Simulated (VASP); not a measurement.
Input of a VASP 6.6.1 run:

The input INCAR:

```
SYSTEM = Zr
PREC = Accurate
ENCUT = 520
EDIFF = 1E-6
ISMEAR = 0
SIGMA = 0.15
LREAL = .FALSE.
LASPH = .TRUE.
NELM = 100
ALGO = Fast
ISIF = 2
LWAVE = .FALSE.
LCHARG = .FALSE.
NBANDS = 12
```

KPOINTS

```
Automatic mesh
0
G
  18 18 18
  0 0 0
```

POSCAR

```
Zr
1.0
    0.0000000000      2.1873500000      2.3226500000
    2.1873500000      0.0000000000      2.3226500000
    2.1873500000      2.1873500000      0.0000000000
Zr
1
Direct
    0.0000000000      0.0000000000      0.0000000000
```

Potentials or basis: VASP PAW LDA potentials, release 64 (Zr_sv).

Launch:

```bash
$ cat potpaw_LDA.64/Zr_sv/POTCAR > POTCAR
$ mpirun -np 1 vasp_std > vasp.out
```

Problem. What does it give for the pressure?

Solution. -3.0 GPa.

Problem. Estimate the band gap on the k mesh.

Solution. Zero (bands 6 and 7 overlap by 1.42 eV).

Stress tensor (GPa, compression positive):
```
-2.36  0.00  0.00
 0.00 -2.36  0.00
 0.00  0.00 -4.16
```

Caveat: the cell differs from its parent crystal (strain -0.030 along x and y, +0.030 along z).
